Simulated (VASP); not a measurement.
# NbTe (zincblende type) (F-43m) in VASP: a series of runs, part 2 of 2

VASP 6.6.1. The steps go on from the part before.

## Step 3: Single point, LDA (volume scaled by 0.5)

INCAR

```
SYSTEM = NbTe
ALGO     = Normal         ! electronic algorithm
EDIFF    = 1E-7           ! SCF threshold, eV
ENCUT    = 520            ! plane-wave cutoff, eV
GGA      = CA             ! functional
ISIF     = 2              ! what is computed and relaxed
ISMEAR   = -1             ! smearing method
LASPH    = .True.         ! aspherical terms in the spheres
LCHARG   = .False.        ! write CHGCAR
LREAL    = .False.        ! projectors in reciprocal space
LWAVE    = .False.        ! write WAVECAR
NBANDS   = 16             ! bands
NELM     = 80             ! most SCF steps
PREC     = Accurate       ! precision mode
SIGMA    = 0.1            ! smearing width, eV
```

KPOINTS

```
k-points
0
Gamma
  12 12 12
  0 0 0
```

POSCAR

```
NbTe
1.0
    0.0000000000      2.4448382998      2.4448382998
    2.4448382998      0.0000000000      2.4448382998
    2.4448382998      2.4448382998      0.0000000000
Nb Te
1 1
Direct
    0.0000000000      0.0000000000      0.0000000000
    0.2500000000      0.2500000000      0.2500000000
```

Potentials or basis: VASP PAW LDA potentials, release 64 (Nb_sv, Te).

Launch:

```sh
$ cat potpaw_LDA.64/Nb_sv/POTCAR potpaw_LDA.64/Te/POTCAR > POTCAR
$ mpirun -np 1 vasp_std > vasp.out
```

OUTCAR:

```text
SYSTEM = NbTe
   EDIFF = 1E-7
   ENCUT = 520
   GGA = CA
   ISIF = 2
   ISMEAR = -1
   LASPH = .True.
   LREAL = .False.
   NELM = 80
   PREC = Accurate

 ion  position               nearest neighbor table
   1  0.000  0.000  0.000-   2 2.12   2 2.12   2 2.12   2 2.12
   2  0.250  0.250  0.250-   1 2.12   1 2.12   1 2.12   1 2.12

  LATTYP: Found a face centered cubic cell.
 ALAT       =     4.8896765996

  Lattice vectors:

 A1 = (   0.0000000000,   2.4448382998,   2.4448382998)
 A2 = (   2.4448382998,   0.0000000000,   2.4448382998)
 A3 = (   2.4448382998,   2.4448382998,   0.0000000000)

Analysis of symmetry for initial positions (statically):
=====================================================================
 Subroutine PRICEL returns:
 Original cell was already a primitive cell.

 Routine SETGRP: Setting up the symmetry group for a
 face centered cubic supercell.

 Subroutine GETGRP returns: Found 24 space group operations
 (whereof 24 operations were pure point group operations)
 out of a pool of 48 trial point group operations.

The static configuration has the point symmetry T_d .

Analysis of symmetry for dynamics (positions and initial velocities):
[... 154 lines left out ...]
  ---------------------------------------------------
  free energy    TOTEN  =        -1.79733944 eV

  energy without entropy =       -1.72466814  energy(sigma->0) =       -1.76100379

 E-fermi :  16.7545     XC(G=0): -13.1954

 val. band max:       16.7221870872   @ k =   0.4167   0.1667   0.0833
 cond. band min:      16.7635048503   @ k =   0.4167   0.1667   0.0000
 fundamental gap:      0.0413177631
 Fermi energy:        16.7545283381

 k-point     1 :       0.0000    0.0000    0.0000
  band No.  band energies     occupation
      1     -37.4191      2.00000
      2     -13.9369      2.00000
      3     -13.9369      2.00000
      4     -13.9369      2.00000
      5       1.4708      2.00000
      6      10.7047      2.00000
[... 433 lines left out ...]
      3     -14.2280      2.00000
      4     -14.1182      2.00000
      5       4.2070      2.00000
      6      10.0775      2.00000
[... 8 lines left out ...]
     15      28.8816      0.00000
     16      29.4020      0.00000

 [... further k-points ...]
[... 5 lines left out ...]
  --------------------------------------------------------------------------------------
  -------------------------------------------------------------------------------------
  Total       42.5034621     42.5034621     42.5034621      0.0000000      0.0000000      0.0000000
  in kB     2329.9922269   2329.9922269   2329.9922269      0.0000000      0.0000000      0.0000000
  external PRESSURE =    2329.9922269 kB  Pullay stress =       0.0000000 kB

 VOLUME and BASIS-vectors are now :
 -----------------------------------------------------------------------------
  energy-cutoff  :      520.00
  volume of cell :       29.23
      direct lattice vectors                 reciprocal lattice vectors
     0.000000000  2.444838300  2.444838300    -0.204512503  0.204512503  0.204512503
     2.444838300  0.000000000  2.444838300     0.204512503 -0.204512503  0.204512503
     2.444838300  2.444838300  0.000000000     0.204512503  0.204512503 -0.204512503

 POSITION                                       TOTAL-FORCE (eV/Angst)
 -----------------------------------------------------------------------------------
      0.00000      0.00000      0.00000        -0.000000     -0.000000     -0.000000
      1.22242      1.22242      1.22242         0.000000      0.000000      0.000000
 -----------------------------------------------------------------------------------
    total drift:                                0.000000      0.000000      0.000000

  FREE ENERGIE OF THE ION-ELECTRON SYSTEM (eV)
  ---------------------------------------------------
  free  energy   TOTEN  =        -1.7973394417 eV

  energy  without entropy=       -1.7246681374  energy(sigma->0) =       -1.76100379
```

OSZICAR:

```text
N       E                     dE             d eps       ncg     rms          rms(c)
DAV:   1     0.194741773477E+03    0.19474E+03   -0.96040E+03  2304   0.115E+03
DAV:   2     0.730945868834E+01   -0.18743E+03   -0.18000E+03  2856   0.410E+02
DAV:   3    -0.156335764241E+01   -0.88728E+01   -0.85289E+01  3280   0.774E+01
DAV:   4    -0.221008595877E+01   -0.64673E+00   -0.64560E+00  3616   0.201E+01
DAV:   5    -0.222161003837E+01   -0.11524E-01   -0.11521E-01  3400   0.247E+00    0.241E+01
DAV:   6    -0.190005690840E+01    0.32155E+00   -0.20895E-01  3224   0.283E+00    0.148E+01
DAV:   7    -0.180196530084E+01    0.98092E-01   -0.26562E-01  3208   0.280E+00    0.837E-01
DAV:   8    -0.179743743486E+01    0.45279E-02   -0.25149E-02  3200   0.149E+00    0.461E-01
DAV:   9    -0.179735066313E+01    0.86772E-04   -0.19166E-03  3320   0.403E-01    0.679E-02
DAV:  10    -0.179733731827E+01    0.13345E-04   -0.14803E-04  3360   0.119E-01    0.521E-02
DAV:  11    -0.179733977342E+01   -0.24551E-05   -0.12274E-05  3520   0.410E-02    0.253E-02
DAV:  12    -0.179733940585E+01    0.36757E-06   -0.66702E-07  3352   0.588E-03    0.827E-03
DAV:  13    -0.179733944170E+01   -0.35853E-07   -0.33079E-07  3128   0.542E-03
   1 F= -.17973394E+01 E0= -.17610038E+01  d E =-.726713E-01
```

stdout:

```text
POSCAR found type information on POSCAR NbTe
 POSCAR found :  2 types and       2 ions
 scaLAPACK will be used
 LDA part: xc-table for (Slater(with rela. corr.)+CA(PZ))
 , standard interpolation
 POSCAR, INCAR and KPOINTS ok, starting setup
 FFT: planning ... GRIDC
 FFT: planning ... GRID_SOFT
 FFT: planning ... GRID
 WAVECAR not read
 entering main loop
```

It took 32 s on 1 thread of Intel Xeon Platinum 8488C (Sapphire Rapids), shared host; peak memory 0.17 GiB.

Results:

```yaml
Free_energy: -1.7973 eV
Pressure: 233.0 GPa
```

Levels at points of the mesh, in eV from the Fermi level:
```csv
k point,band 7,band 8,band 9,band 10,band 11,band 12
"(0.00, 0.00, 0.00)",-6.05,-6.05,-0.63,-0.63,4.32,6.75
"(0.50, 0.00, 0.00)",-5.35,-5.35,0.06,0.06,1.22,4.24
"(0.50, 0.50, 0.00)",-3.01,-2.25,-2.25,0.08,1.31,1.31
```

Caveat: spin-orbit coupling is left out, which moves the levels of the heavy elements.

## Step 4: Single point, LDA (volume scaled by 0.58)

INCAR

```
SYSTEM = NbTe
ALGO = Normal
EDIFF = 1E-6
ENCUT = 520
GGA = CA
ISIF = 2
ISMEAR = -1
LASPH = .True.
LCHARG = .True.
LELF = .True.
LREAL = .False.
LVHAR = .True.
LWAVE = .False.
NBANDS = 16
NELM = 80
PREC = Accurate
SIGMA = 0.1
```

KPOINTS is that of step 3.

POSCAR

```
NbTe
1.0
    0.0000000000      2.5688345684      2.5688345684
    2.5688345684      0.0000000000      2.5688345684
    2.5688345684      2.5688345684      0.0000000000
Nb Te
1 1
Direct
    0.0000000000      0.0000000000      0.0000000000
    0.2500000000      0.2500000000      0.2500000000
```

Launch:

```sh
$ cat potpaw_LDA.64/Nb_sv/POTCAR potpaw_LDA.64/Te/POTCAR > POTCAR
$ mpirun -np 1 vasp_std > vasp.out
```

Wall time 28 s (1 thread of Intel Xeon Platinum 8488C (Sapphire Rapids), shared host); peak memory 0.17 GiB.

It converged, with:

```
Free energy : -7.0633 eV
Pressure    : 136.7 GPa
```

Levels at points of the mesh, in eV from the Fermi level:
| k point | band 7 | band 8 | band 9 | band 10 | band 11 | band 12 |
| --- | --- | --- | --- | --- | --- | --- |
| (0.00, 0.00, 0.00) | -5.55 | -5.55 | -0.49 | -0.49 | 3.66 | 6.43 |
| (0.50, 0.00, 0.00) | -4.92 | -4.92 | 0.09 | 0.09 | 0.79 | 4.21 |
| (0.50, 0.50, 0.00) | -2.73 | -2.73 | -2.60 | 0.30 | 1.22 | 1.22 |

Caveat: spin-orbit coupling is left out, which moves the levels of the heavy elements.

## Step 5: Single point, LDA (volume scaled by 0.68)

INCAR

```
SYSTEM = NbTe
PREC = Accurate
ENCUT = 520
EDIFF = 1E-6
ISMEAR = -1
SIGMA = 0.1
LREAL = .False.
LASPH = .True.
NELM = 60
ALGO = Normal
ISIF = 2
LWAVE = .False.
LCHARG = .False.
NBANDS = 16
```

KPOINTS

```
regular mesh
0
Gamma
  12 12 12
  0 0 0
```

POSCAR

```
NbTe
1.0
    0.0000000000      2.7087137347      2.7087137347
    2.7087137347      0.0000000000      2.7087137347
    2.7087137347      2.7087137347      0.0000000000
Nb Te
1 1
Direct
    0.0000000000      0.0000000000      0.0000000000
    0.2500000000      0.2500000000      0.2500000000
```

Launch:

```sh
$ cat potpaw_LDA.64/Nb_sv/POTCAR potpaw_LDA.64/Te/POTCAR > POTCAR
$ mpirun -np 1 vasp_std > vasp.out
```

Run time: 31 s. Hardware: 1 thread of Intel Xeon Platinum 8488C (Sapphire Rapids), shared host; peak memory 0.17 GiB.

The run converged. Its results:

| Item | Value |
| --- | --- |
| Free energy | -10.7190 eV |
| Pressure | 70.5 GPa |

Levels at points of the mesh, in eV from the Fermi level:
| k point | band 5 | band 6 | band 7 | band 8 | band 9 | band 10 | band 11 | band 12 | band 13 | band 14 |
| --- | --- | --- | --- | --- | --- | --- | --- | --- | --- | --- |
| (0.00, 0.00, 0.00) | -14.13 | -5.03 | -5.03 | -5.03 | -0.35 | -0.35 | 3.02 | 5.98 | 5.98 | 5.98 |
| (0.50, 0.00, 0.00) | -12.65 | -6.00 | -4.50 | -4.50 | 0.11 | 0.11 | 0.49 | 3.59 | 3.59 | 4.10 |
| (0.50, 0.50, 0.00) | -12.10 | -6.93 | -3.02 | -3.02 | -2.12 | 0.44 | 0.98 | 1.13 | 1.13 | 8.02 |

Caveat: spin-orbit coupling is left out, which moves the levels of the heavy elements.

## Step 6: Summary

```tsv
cell	gap on the mesh (eV)	pressure (GPa)
a = 3.288 Å, angles 60.0°, 2 atoms	none	382.0
a = 3.458 Å, angles 60.0°, 2 atoms	none	233.0
a = 3.633 Å, angles 60.0°, 2 atoms	none	136.7
a = 3.831 Å, angles 60.0°, 2 atoms	none	70.5
```

Alike in all rows: task single point; level LDA; potentials or basis VASP PAW LDA potentials, release 64 (Nb_sv, Te); no spin polarisation; k mesh 12 × 12 × 12; cutoff (eV) 520; smearing fermi-dirac 0.1 eV.

Caveats: spin-orbit coupling is left out, which moves the levels of the heavy elements.

Absolute energies hang on the potentials; compare differences alone.
